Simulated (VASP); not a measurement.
A run of VASP 6.6.1 is set up as follows.

File POSCAR:

```
C
1.0
    0.0000000000      1.7801241411      1.7913389232
    1.7801241411      0.0000000000      1.7913389232
    1.7801241411      1.7801241411      0.0000000000
C
2
Direct
    0.0000000000      0.0000000000      0.0000000000
    0.2500000000      0.2500000000      0.2500000000
```

Contents of INCAR.step1:

```
SYSTEM = C
ALGO = Normal
EDIFF = 1E-5
ENCUT = 520
GGA = PE
ISIF = 2
ISMEAR = 0
LASPH = .TRUE.
LCHARG = .FALSE.
LREAL = .FALSE.
LWAVE = .TRUE.
NBANDS = 11
NELM = 100
PREC = Accurate
SIGMA = 0.01
```

The input INCAR.step2:

```
SYSTEM = C
ALGO = Normal
EDIFF = 1E-6
ENCUT = 520
GGA = PE
HFSCREEN = 0.2079
ISIF = 2
ISMEAR = 0
ISTART = 1
LASPH = .TRUE.
LCHARG = .FALSE.
LHFCALC = .TRUE.
LREAL = .FALSE.
LWAVE = .FALSE.
NBANDS = 11
NELM = 100
PREC = Accurate
PRECFOCK = Normal
SIGMA = 0.01
```

KPOINTS

```
k-points
0
G
  8 8 8
  0 0 0
```

Potentials or basis: VASP PAW PBE potentials, release 64 (C).

The run is started by

```console
$ cat potpaw_PBE.64/C/POTCAR > POTCAR
$ cp INCAR.step1 INCAR
$ mpirun -np 1 vasp_std > vasp.out
$ cp INCAR.step2 INCAR
$ mpirun -np 1 vasp_std > vasp.out
```

Q: What does it give for the pressure?

A: -7.7 GPa.

Q: Predict the band gap on the k mesh.

A: 5.19 eV (least direct gap 6.91 eV).

Stress tensor (GPa, compression positive):
```
 -5.61   0.00   0.00
  0.00  -5.61   0.00
  0.00   0.00 -11.80
```

Caveat: the cell differs from its parent crystal (uniaxial z strain +0.6%); the stress differs along the axes, from -12 to -6 GPa; the PAW data sets were made with another functional, which shifts forces and pressure a little. A k mesh can miss the band edges.
